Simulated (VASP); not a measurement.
Eu: single point with LDA

The system is Eu.

```
Eu
1.0
     2.42621    0.00000    0.00000
     0.00000    2.42621    0.00000
     0.00000    0.00000    2.42621
Eu
1
Direct
  0.00000 0.00000 0.00000
```

This isn't the form of Eu at room conditions, which is bcc.

```yaml
Program: VASP 6.6.1
Task: single point
Functional: LDA
Potentials_or_basis: VASP PAW PBE potentials, release 64 (Eu)
Cutoff: 520 eV
k_mesh: 11 × 11 × 11
Occupations: fermi-dirac, width 0.05 eV
Spin: collinear spin, ferromagnetic start
Starting_moments: "[7.0] μB"
Dipole_correction: no
Further_INCAR_settings: ALGO = Normal; EDIFF = 1e-06; NBANDS = 18
```

```
Pressure                                              : 96.9 GPa
Net moment                                            : 6.25 μB per cell
Site moments                                          : Eu +6.17 μB
Valence electrons inside the program's atomic spheres : Eu 16.09
```

Levels at points of the mesh, in eV from the Fermi level:
Spin up:
```tsv
k point	band 8	band 9	band 10	band 11	band 12	band 13	band 14	band 15	band 16	band 17
(0.00, 0.00, 0.00)	-1.48	-1.48	-1.48	-0.71	-0.71	-0.71	-0.57	14.82	14.82	14.82
```
Spin down:
```
           k point  band 2  band 3  band 4  band 5  band 6  band 7  band 8  band 9
(0.00, 0.00, 0.00)  -15.66  -15.66  -15.66   -2.24   -2.24   -1.73    2.50    2.50
```

Wall time 27 s on 1 thread of Intel(R) Xeon(R) Platinum 8488C (Sapphire Rapids) (shared host), peak memory 0.14 GiB.

Caveat: the cell stands under pressure; the PAW data sets were made with another functional, which shifts forces and pressure a little; spin-orbit coupling is left out, which moves the levels of the heavy elements; semilocal functionals describe open f shells poorly, which spoils levels, moments and volumes. The state reached can hang on the start; a lower one may exist.
